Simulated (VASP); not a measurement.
# TiAl (P4/mmm) in VASP: notebook, part 2 of 2

VASP 6.6.1. The steps go on from the part before.

## Step 4: Single point, r2SCAN

This run uses another cell than the first one, of the same volume but with other edges.

POSCAR reads:

```
TiAl
1.0
    3.2686618582      0.0000000000      0.0000000000
    0.0000000000      3.2686618582      0.0000000000
    0.0000000000      0.0000000000      3.0071689096
Ti Al
1 1
Direct
    0.0000000000      0.0000000000      0.0000000000
    0.5000000000      0.5000000000      0.5000000000
```

INCAR.step1 reads:

```
SYSTEM = TiAl
PREC = Accurate
ENCUT = 520
ISMEAR = 0
SIGMA = 0.15
LREAL = .False.
LASPH = .True.
NELM = 80
NBANDS = 14
GGA = PE
ALGO = Normal
EDIFF = 1E-4
LWAVE = .True.
LCHARG = .False.
```

INCAR.step2 reads:

```
SYSTEM = TiAl
PREC = Accurate
ENCUT = 520
EDIFF = 1E-7
ISMEAR = 0
SIGMA = 0.15
LREAL = .False.
LASPH = .True.
NELM = 80
ALGO = Normal
ISIF = 2
LWAVE = .False.
LCHARG = .True.
METAGGA = R2SCAN
LMIXTAU = .True.
LELF = .True.
LVHAR = .True.
NBANDS = 14
ISTART = 1
```

KPOINTS reads:

```
Automatic mesh
0
Gamma
  16 16 16
  0 0 0
```

Potentials or basis: VASP PAW PBE potentials, release 64 (Ti_sv, Al).

Started as:

```bash
> cat potpaw_PBE.64/Ti_sv/POTCAR potpaw_PBE.64/Al/POTCAR > POTCAR
> cp INCAR.step1 INCAR
> mpirun -np 1 vasp_std > vasp.out
> cp INCAR.step2 INCAR
> mpirun -np 1 vasp_std > vasp.out
```

OUTCAR:

```text
SYSTEM = TiAl
   PREC = Accurate
   ENCUT = 520
   EDIFF = 1E-7
   ISMEAR = 0
   LREAL = .False.
   LASPH = .True.
   NELM = 80
   ISIF = 2
   METAGGA = R2SCAN
   ISTART = 1

 ion  position               nearest neighbor table
   1  0.000  0.000  0.000-   2 2.76   2 2.76   2 2.76   2 2.76   2 2.76   2 2.76   2 2.76   2 2.76

   2  0.500  0.500  0.500-   1 2.76   1 2.76   1 2.76   1 2.76   1 2.76   1 2.76   1 2.76   1 2.76

  LATTYP: Found a simple tetragonal cell.
 ALAT       =     3.2686618582
 C/A-ratio  =     0.9200000000

  Lattice vectors:

 A1 = (   3.2686618582,   0.0000000000,   0.0000000000)
 A2 = (   0.0000000000,   3.2686618582,   0.0000000000)
 A3 = (   0.0000000000,   0.0000000000,   3.0071689096)

Analysis of symmetry for initial positions (statically):
=====================================================================
 Subroutine PRICEL returns:
 Original cell was already a primitive cell.

 Routine SETGRP: Setting up the symmetry group for a
 simple tetragonal supercell.

 Subroutine GETGRP returns: Found 16 space group operations
 (whereof 16 operations were pure point group operations)
 out of a pool of 16 trial point group operations.

The static configuration has the point symmetry D_4h.

Analysis of symmetry for dynamics (positions and initial velocities):
=====================================================================
 Subroutine PRICEL returns:
 Original cell was already a primitive cell.

 Routine SETGRP: Setting up the symmetry group for a
 simple tetragonal supercell.

 Subroutine GETGRP returns: Found 16 space group operations
 (whereof 16 operations were pure point group operations)
 out of a pool of 16 trial point group operations.

The dynamic configuration has the point symmetry D_4h.

 Subroutine INISYM returns: Found 16 space group operations
 (whereof 16 operations are pure point group operations),
 and found     1 'primitive' translations

----------------------------------------------------------------------------------------

                                     Primitive cell

  volume of cell :      32.1290

  direct lattice vectors                    reciprocal lattice vectors
     3.268661858  0.000000000  0.000000000     0.305935592  0.000000000  0.000000000
     0.000000000  3.268661858  0.000000000     0.000000000  0.305935592  0.000000000
     0.000000000  0.000000000  3.007168910     0.000000000  0.000000000  0.332538687

  length of vectors
     3.268661858  3.268661858  3.007168910     0.305935592  0.305935592  0.332538687

  position of ions in fractional coordinates (direct lattice)
     0.000000000  0.000000000  0.000000000
     0.500000000  0.500000000  0.500000000

  ion indices of the primitive-cell ions
   primitive index   ion index
                 1           1
                 2           2

----------------------------------------------------------------------------------------

 KPOINTS: Automatic mesh

Automatic generation of k-mesh.
 Grid dimensions read from file:
 generate k-points for:   16   16   16

 Generating k-lattice:

  Cartesian coordinates                     Fractional coordinates (reciprocal lattice)
     0.019120974  0.000000000  0.000000000     0.062500000  0.000000000  0.000000000
     0.000000000  0.019120974  0.000000000     0.000000000  0.062500000  0.000000000
     0.000000000  0.000000000  0.020783668     0.000000000  0.000000000  0.062500000

  Length of vectors
     0.019120974  0.019120974  0.020783668

  Shift w.r.t. Gamma in fractional coordinates (k-lattice)
     0.000000000  0.000000000  0.000000000

 Subroutine IBZKPT returns following result:
 ===========================================

 Found    405 irreducible k-points:

 Following reciprocal coordinates:
            Coordinates               Weight
  0.000000  0.000000  0.000000      1.000000
  0.062500  0.000000  0.000000      4.000000
  0.125000  0.000000  0.000000      4.000000
  0.187500  0.000000  0.000000      4.000000
  0.250000  0.000000  0.000000      4.000000
  0.312500  0.000000  0.000000      4.000000
[... 16 lines left out ...]
  0.437500  0.125000  0.000000      8.000000
  0.500000  0.125000  0.000000      4.000000
 [... further k-points ...]
   k-points           NKPTS =    405   k-points in BZ     NKDIM =    405   number of bands    NBANDS=     14
   number of dos      NEDOS =    301   number of ions     NIONS =      2
   total plane-waves  NPLWV =  13824
   dimension x,y,z NGX =    24 NGY =   24 NGZ =   24
   dimension x,y,z NGXF=    48 NGYF=   48 NGZF=   48
   ions per type =               1   1
   NGX,Y,Z   is equivalent  to a cutoff of  12.21, 12.21, 13.27 a.u.
   NGXF,Y,Z  is equivalent  to a cutoff of  24.41, 24.41, 26.54 a.u.
 SYSTEM =  TiAl
   PREC   = accura    normal or accurate (medium, high low for compatibility)
   ISTART =      1    job   : 0-new  1-cont  2-samecut
   ICHARG =      0    charge: 1-file 2-atom 10-const
   ISPIN  =      1    spin polarized calculation?
   LNONCOLLINEAR =      F non collinear calculations
   LSORBIT =      F    spin-orbit coupling
   LASPH  =      T    aspherical Exc in radial PAW
   ENCUT  =  520.0 eV  38.22 Ry    6.18 a.u.   6.08  6.08  5.59*2*pi/ulx,y,z
   NELM   =     80;   NELMIN=  2; NELMDL=  0     # of ELM steps
   EDIFF  = 0.1E-06   stopping-criterion for ELM
   LREAL  =      F    real-space projection
   EDIFFG = 0.1E-05   stopping-criterion for IOM
   NSW    =      0    number of steps for IOM
   IBRION =     -1    ionic relax: 0-MD 1-quasi-New 2-CG
   NFREE  =      0    steps in history (QN), initial steepest desc. (CG)
   ISIF   =      2    stress and relaxation
   ISYM   =      2    0-nonsym 1-usesym 2-fastsym
   POTIM  = 0.5000    time-step for ionic-motion
   TEBEG  =    0.0;   TEEND  =   0.0 temperature during run
   PSTRESS=    0.0 pullay stress
   NELECT =      15.0000    total number of electrons
   NUPDOWN=      -1.0000    fix difference up-down
   EMIN   =  10.00;   EMAX   =-10.00  energy-range for DOS
   EFERMI =   0.00;   METHOD = LEGACY
   ISMEAR =     0;   SIGMA  =   0.15  broadening in eV -4-tet -1-fermi 0-gaus
   EFERMI_NEDOS =   21; number of points for ismear=-14 and -15
   IALGO  =     38    algorithm
   IMIX   =      4    mixing-type and parameters
     AMIX     =   0.40;   BMIX     =  1.00
     AMIX_MAG =   1.60;   BMIX_MAG =  1.00
  volume/ion in A,a.u.               =      16.06       108.41
  Fermi-wavevector in a.u.,A,eV,Ry     =   1.270007  2.399964 21.945065  1.612917
  Thomas-Fermi vector in A             =   2.403017
   LORBIT       =      0    0 simple, 1 ext, 2 COOP (PROOUT), +10 PAW based schemes
   METAGGA = R2SCAN    functional components
   LHFCALC =     F    Hartree Fock is set to
   AEXX    =    0.0000 exact exchange contribution
   IVDW    =     0    specifies the selected vdW correction
   LEPSILON=     F    determine dielectric tensor
   LRPA    =     F    only Hartree local field effects (RPA)
 non-spin polarized calculation
 Gauss-broadening in eV      SIGMA  =   0.15
  energy-cutoff  :      520.00
  volume of cell :       32.13
 maximum number of plane-waves:       880
   NGX = 13   NGY = 13   NGZ = 11

 number of electron      15.0000006 magnetization

 Free energy of the ion-electron system (eV)
  ---------------------------------------------------
  ext. energy  EPLUGINS =         0.00000000
  ---------------------------------------------------
  free energy    TOTEN  =       -20.32721361 eV

  energy without entropy =      -20.30183654  energy(sigma->0) =      -20.31452507

 E-fermi :   8.7934     XC(G=0): -11.8989

 val. band max:        8.7934055224   @ k =   0.5000   0.1875   0.2500
 cond. band min:       8.7951544078   @ k =   0.3750   0.1875   0.3125
 fundamental gap:      0.0017488854
 Fermi energy:         8.7934066351

 k-point     1 :       0.0000    0.0000    0.0000
  band No.  band energies     occupation
      1     -50.4439      2.00000
      2     -25.6435      2.00000
      3     -25.6435      2.00000
      4     -25.4898      2.00000
      5      -1.0386      2.00000
      6       7.1422      2.00000
      7       7.2675      2.00000
      8      10.5151      0.00000
      9      11.0868      0.00000
     10      11.0868      0.00000
     11      12.6518      0.00000
     12      12.6518      0.00000
     13      15.1920      0.00000
     14      17.6729      0.00000
[... 375 lines left out ...]
 k-point    24 :       0.5000    0.1250    0.0000
  band No.  band energies     occupation
      1     -50.4308      2.00000
      2     -25.7837      2.00000
      3     -25.6508      2.00000
      4     -25.4774      2.00000
      5       2.2198      2.00000
      6       3.4243      2.00000
      7       8.1031      2.00000
      8       8.3044      2.00000
      9       9.8645      0.00000
     10      11.0718      0.00000
     11      11.6484      0.00000
     12      15.0792      0.00000
     13      16.5991      0.00000
     14      18.5129      0.00000

 [... further k-points ...]
[... 5 lines left out ...]
  --------------------------------------------------------------------------------------
  -------------------------------------------------------------------------------------
  Total       -0.0335355     -0.0335355     -0.1317874      0.0000000      0.0000000      0.0000000
  in kB       -1.6723125     -1.6723125     -6.5718375      0.0000000      0.0000000      0.0000000
  external PRESSURE =      -3.3054875 kB  Pullay stress =       0.0000000 kB

 VOLUME and BASIS-vectors are now :
 -----------------------------------------------------------------------------
  energy-cutoff  :      520.00
  volume of cell :       32.13
      direct lattice vectors                 reciprocal lattice vectors
     3.268661858  0.000000000  0.000000000     0.305935592  0.000000000  0.000000000
     0.000000000  3.268661858  0.000000000     0.000000000  0.305935592  0.000000000
     0.000000000  0.000000000  3.007168910     0.000000000  0.000000000  0.332538687

 POSITION                                       TOTAL-FORCE (eV/Angst)
 -----------------------------------------------------------------------------------
      0.00000      0.00000      0.00000         0.000000      0.000000      0.000000
      1.63433      1.63433      1.50358         0.000000      0.000000      0.000000
 -----------------------------------------------------------------------------------
    total drift:                                0.000000      0.000000      0.000000

  FREE ENERGIE OF THE ION-ELECTRON SYSTEM (eV)
  ---------------------------------------------------
  free  energy   TOTEN  =       -20.3272136061 eV

  energy  without entropy=      -20.3018365366  energy(sigma->0) =      -20.31452507
```

Wall time 11 min (1 thread of Intel Xeon 8259CL, shared host); peak memory 0.3 GiB.

What came out:

| Item | Value |
| --- | --- |
| Free energy | -20.3272 eV |
| Pressure | -0.3 GPa |
| Band gap on the k mesh | zero (an odd number of electrons rules out a gap without spin polarisation) |

Stress tensor (GPa, compression positive):
```
-0.17  0.00  0.00
 0.00 -0.17  0.00
 0.00  0.00 -0.66
```

Caveat: the PAW data sets were made with another functional, which shifts forces and pressure a little.

## Step 5: Single point, r2SCAN

This run uses another cell than the first one, of the same volume but with other edges.

POSCAR reads:

```
TiAl
1.0
    3.0796524629      0.0000000000      0.0000000000
    0.0000000000      3.0796524629      0.0000000000
    0.0000000000      0.0000000000      3.3876177092
Ti Al
1 1
Direct
    0.0000000000      0.0000000000      0.0000000000
    0.5000000000      0.5000000000      0.5000000000
```

INCAR.step1 reads:

```
SYSTEM = TiAl
ALGO = Normal ; EDIFF = 1E-4
ENCUT = 520 ; GGA = PE
ISMEAR = 0 ; LASPH = .TRUE.
LCHARG = .FALSE. ; LREAL = .FALSE.
LWAVE = .TRUE. ; NBANDS = 14
NELM = 60 ; PREC = Accurate
SIGMA = 0.15
```

INCAR.step2 reads:

```
SYSTEM = TiAl
ALGO = Normal ; EDIFF = 1E-7
ENCUT = 520 ; ISIF = 2
ISMEAR = 0 ; ISTART = 1
LASPH = .TRUE. ; LCHARG = .FALSE.
LMIXTAU = .TRUE. ; LREAL = .FALSE.
LWAVE = .FALSE. ; METAGGA = R2SCAN
NBANDS = 14 ; NELM = 60
PREC = Accurate ; SIGMA = 0.15
```

KPOINTS reads:

```
k-points
0
G
  16 16 16
  0 0 0
```

Started as:

```bash
> cat potpaw_PBE.64/Ti_sv/POTCAR potpaw_PBE.64/Al/POTCAR > POTCAR
> cp INCAR.step1 INCAR
> mpirun -np 1 vasp_std > vasp.out
> cp INCAR.step2 INCAR
> mpirun -np 1 vasp_std > vasp.out
```

Wall time 13 min (1 thread of Intel Xeon 8259CL, shared host); peak memory 0.31 GiB.

Results (log left out):

* Free energy: -20.3573 eV
* Pressure: -0.5 GPa
* Band gap on the k mesh: zero (an odd number of electrons rules out a gap without spin polarisation)

Stress tensor (GPa, compression positive):
```
-2.51  0.00  0.00
 0.00 -2.51  0.00
 0.00  0.00  3.60
```

Levels at points of the mesh, in eV from the Fermi level:
| k point | band 6 | band 7 | band 8 | band 9 | band 10 | band 11 |
| --- | --- | --- | --- | --- | --- | --- |
| (0.00, 0.00, 0.00) | -1.66 | -1.44 | 1.96 | 1.96 | 2.51 | 2.96 |
| (0.50, 0.00, 0.00) | -5.45 | -0.49 | -0.42 | 0.82 | 2.23 | 3.54 |
| (0.50, 0.50, 0.00) | -1.98 | -1.98 | -1.36 | 0.42 | 0.42 | 3.18 |
| (0.00, 0.00, 0.50) | -5.65 | -0.75 | 0.68 | 0.68 | 2.50 | 2.63 |
| (0.50, 0.00, 0.50) | -2.76 | -2.20 | -1.61 | 1.19 | 1.27 | 2.67 |
| (0.50, 0.50, 0.50) | -3.19 | -3.12 | 1.07 | 2.68 | 2.76 | 3.13 |

Caveat: the stress differs along the axes, from -3 to 4 GPa; the PAW data sets were made with another functional, which shifts forces and pressure a little.

## Step 6: Summary

```tsv
cell	gap on the mesh (eV)	pressure (GPa)
a = 3.454, b = 3.454, c = 2.694 Å, 2 atoms	none	1.9
a = 2.913, b = 2.913, c = 3.787 Å, 2 atoms	none	-0.2
a = 3.269, b = 3.269, c = 3.007 Å, 2 atoms	none	-0.3
a = 3.080, b = 3.080, c = 3.388 Å, 2 atoms	none	-0.5
```

Alike in all rows: task single point; level r2SCAN; potentials or basis VASP PAW PBE potentials, release 64 (Ti_sv, Al); no spin polarisation; k mesh 16 × 16 × 16; cutoff (eV) 520; smearing gaussian 0.15 eV.

Caveats: the PAW data sets were made with another functional, which shifts forces and pressure a little; the stress differs along the axes, from -1 to 8 GPa (at least some runs); the stress differs along the axes, from -3 to 5 GPa (at least some runs); the stress differs along the axes, from -3 to 4 GPa (at least some runs).

Total energies depend on the potentials used, so only differences within one code and one set of settings carry meaning.
